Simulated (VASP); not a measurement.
Here is a VASP 6.6.1 calculation.

INCAR

```
ALGO = Normal
EDIFF = 1E-6
ENCUT = 520
GGA = PE
ISIF = 2
ISMEAR = 0
LASPH = T
LCHARG = T
LELF = T
LREAL = F
LVHAR = T
LWAVE = F
NBANDS = 30
NELM = 60
PREC = Accurate
SIGMA = 0.01
```

Contents of KPOINTS:

```
k-points
0
Gamma
  4 4 4
```

The input POSCAR:

```
CsPbCl3
1.0
    4.1389998493      2.3896526772      3.3790702488
   -4.1389998493      2.3896526772      3.3790702488
    0.0000000000     -4.7793053543      3.3790702488
Cs Pb Cl
1 1 3
Direct
    0.5000000000      0.5000000000      0.5000000000
    0.0000000000      0.0000000000      0.0000000000
    0.5000000000      0.0000606403      0.9999393597
    0.0000606403      0.9999393597      0.5000000000
    0.9999393597      0.5000000000      0.0000606403
```

Potentials or basis: VASP PAW PBE potentials, release 64 (Cs_sv, Pb_d, Cl).

Run with:

```console
$ cat potpaw_PBE.64/Cs_sv/POTCAR potpaw_PBE.64/Pb_d/POTCAR potpaw_PBE.64/Cl/POTCAR > POTCAR
$ mpirun -np 1 vasp_std > vasp.out
```

Task: Estimate the band gap on the k mesh.

Result: 2.41 eV.

Task: Estimate the pressure.

Result: -1.2 GPa.

Caveat: spin-orbit coupling is left out, which moves the levels of the heavy elements. A k mesh can miss the band edges.
